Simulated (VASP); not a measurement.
Crystal: TePb.

```
Pb Te
1.0
     0.00000    3.28465    3.28465
     3.28465    0.00000    3.28465
     3.28465    3.28465    0.00000
Pb Te
1 1
Direct
  0.00000 0.00000 0.00000
  0.50000 0.50000 0.50000
```

```yaml
Program: VASP 6.6.1
Task: relaxation of cell and atoms
Functional: LDA
Potentials_or_basis: VASP PAW LDA potentials, release 64 (Pb_d, Te)
Cutoff: 600 eV
k_mesh: 6 × 6 × 6
Occupations: fermi-dirac, width 0.02 eV
Spin: no spin polarisation
```

At the start: pressure -3.4 GPa; volume 35.44 Å³/atom.

Task: How do energy, volume and symmetry change on relaxing?

Result: Over 3 steps the energy falls by 33.3 meV/atom and the volume is 32.56 Å³/atom (-8.1 %); space group Fm-3m (No. 225, to 0.05 Å).

Step by step:
```tsv
step	energy change (eV)	largest force (eV/Å)	pressure (GPa)	volume (Å³)
1	0.0000	0.0000	-3.43	70.88
2	-0.0591	0.0000	1.44	63.37
3	-0.0667	0.0000	-0.01	65.12
```

Final structure:
```
CELL_PARAMETERS angstrom
0.00000 3.19317 3.19317
3.19317 0.00000 3.19317
3.19317 3.19317 0.00000
ATOMIC_POSITIONS crystal
Pb 0.00000 0.00000 0.00000
Te 0.50000 0.50000 0.50000
```
